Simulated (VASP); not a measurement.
## Ta4Cu: single point with PBE

The system is Ta4Cu.

```
Ta Cu
1.0
    -2.69212    2.69212    2.69212
     2.69212   -2.69212    2.69212
     2.69212    2.69212   -2.69212
Ta Cu
4 1
Direct
  0.00000 0.00000 0.50000
  0.00000 0.50000 0.00000
  0.50000 0.00000 0.00000
  0.50000 0.50000 0.50000
  0.00000 0.00000 0.00000
```

The cell was generated, and may not be a known phase.

```yaml
Program: VASP 6.6.1
Task: single point
Functional: PBE
Potentials_or_basis: VASP PAW PBE potentials, release 64 (Ta_pv, Cu)
Cutoff: 520 eV
k_mesh: 4 × 4 × 4
Occupations: gaussian, width 0.1 eV
Spin: no spin polarisation
```

The pressure is 57.5 GPa and the band gap on the k mesh is zero (an odd number of electrons rules out a gap without spin polarisation).

Levels at points of the mesh, in eV from the Fermi level:
| k point | band 24 | band 25 | band 26 | band 27 | band 28 | band 29 | band 30 | band 31 |
| --- | --- | --- | --- | --- | --- | --- | --- | --- |
| (0.00, 0.00, 0.00) | -1.39 | -1.39 | -1.39 | 2.76 | 2.76 | 2.76 | 2.84 | 2.84 |
| (0.50, 0.00, 0.00) | -1.77 | -1.16 | -0.76 | -0.63 | -0.60 | 0.38 | 0.80 | 1.08 |
| (0.50, 0.50, 0.50) | -2.76 | -2.51 | -2.51 | -2.51 | -0.19 | -0.19 | 1.28 | 1.28 |

It took 22 s on 1 thread of Intel(R) Xeon(R) 6975P-C (Granite Rapids), on a shared host, peak memory 0.2 GiB.

Caveat: the k points lie up to 0.41 Å⁻¹ apart, too coarse for converged energies and pressures of a metal; spin-orbit coupling is left out, which moves the levels of the heavy elements.
